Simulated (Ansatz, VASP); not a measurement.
**One calculation of Sn, two programs**

```
Sn
1.0
    -2.96880    2.96880    1.61248
     2.96880   -2.96880    1.61248
     2.96880    2.96880   -1.61248
Sn
2
Direct
  0.00000 0.00000 0.00000
  0.75000 0.25000 0.50000
```

Alike in both runs: functional PBE; k mesh 12 × 12 × 12; occupations fermi-dirac, width 0.1 eV; no spin polarisation.

Ansatz relaxed the structure, and its values are those at the end. VASP's run is a single point on that final structure, the one shown.

|  | VASP | Ansatz |
| --- | --- | --- |
| version | VASP 6.6.1 | Ansatz 0.2.0 |
| potentials or method | VASP PAW PBE potentials, release 64 (Sn_d), cutoff 500 eV | plane waves, PAW |
| valence electrons in the cell | 28 | 28 |

|  | VASP | Ansatz | Ansatz less VASP |
| --- | --- | --- | --- |
| pressure (GPa) | 0.0 | 0.0 | +0.04 |

The functional is the same, so the differences come from potentials, cutoffs and numerics.
